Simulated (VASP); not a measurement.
**TlBr: single point with HSE06**

Crystal: TlBr.

```xyz
2
Lattice="3.9949 0.0000 0.0000 0.0000 3.9949 0.0000 0.0000 0.0000 3.9949" Properties=species:S:1:pos:R:3 pbc="T T T"
Tl    0.0000    0.0000    0.0000
Br    1.9975    1.9975    1.9975
```

| Quantity | Value |
| --- | --- |
| Program | VASP 6.6.1 |
| Task | single point |
| Functional | HSE06 |
| Potentials or basis | VASP PAW PBE potentials, release 64 (Tl_d, Br) |
| Cutoff | 400 eV |
| k mesh | 4 × 4 × 4 |
| Occupations | gaussian, width 0.01 eV |
| Spin | no spin polarisation |

The pressure is 0.6 GPa. The band gap on the k mesh is 2.59 eV, direct.

Levels at points of the mesh, in eV from the valence-band top:
```
           k point  band 8  band 9  band 10  band 11  band 12  band 13
(0.00, 0.00, 0.00)   -1.55   -1.55    -1.55     7.87     7.87     8.26
(0.50, 0.00, 0.00)   -1.04   -1.04     0.00     2.59     6.70     6.70
(0.50, 0.50, 0.00)   -3.25   -3.25    -0.94     5.73     5.73     8.45
(0.50, 0.50, 0.50)   -2.24   -2.24    -2.24     2.88     2.88     2.88
```

Wall time 2.8 min on 1 thread of Intel(R) Xeon(R) 6975P-C (Granite Rapids), on a shared host, peak memory 0.26 GiB.

Caveat: the PAW data sets were made with another functional, which shifts forces and pressure a little; spin-orbit coupling is left out, which moves the levels of the heavy elements. A k mesh can miss the band edges.
